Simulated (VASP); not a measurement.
Here is a VASP 6.6.1 calculation.

Contents of INCAR:

```
SYSTEM = BaS
PREC = Accurate
ENCUT = 520
EDIFF = 1E-6
ISMEAR = 0
SIGMA = 0.05
LREAL = .False.
LASPH = .True.
NELM = 150
ALGO = Normal
ISIF = 2
LWAVE = .False.
LCHARG = .True.
LNONCOLLINEAR = .True.
MAGMOM = 0 0 0 0 0 0
LORBIT = 11
LSORBIT = .True.
GGA_COMPAT = .False.
LORBMOM = .True.
GGA = PE
LVHAR = .True.
NBANDS = 28
```

The input KPOINTS:

```
Automatic mesh
0
Gamma
  6 6 6
  0 0 0
```

POSCAR

```
BaS
1.0
    0.0000000000      3.2341787557      3.2341787557
    3.2341787557      0.0000000000      3.2341787557
    3.2341787557      3.2341787557      0.0000000000
Ba S
1 1
Direct
    0.5000000000      0.5000000000      0.5000000000
    0.0000000000      0.0000000000      0.0000000000
```

Potentials or basis: VASP PAW PBE potentials, release 64 (Ba_sv, S).

Run with:

```console
$ cat potpaw_PBE.64/Ba_sv/POTCAR potpaw_PBE.64/S/POTCAR > POTCAR
$ mpirun -np 1 vasp_ncl > vasp.out
```

**Question.** What does it give for the pressure?

**Answer.** -0.2 GPa.

**Question.** What does it give for the net moment?

**Answer.** 0.00 μB per cell.

Moments on the atoms (μB; x, y, z):
```
Ba  0.00 0.00 0.00
S   0.00 0.00 0.00
```
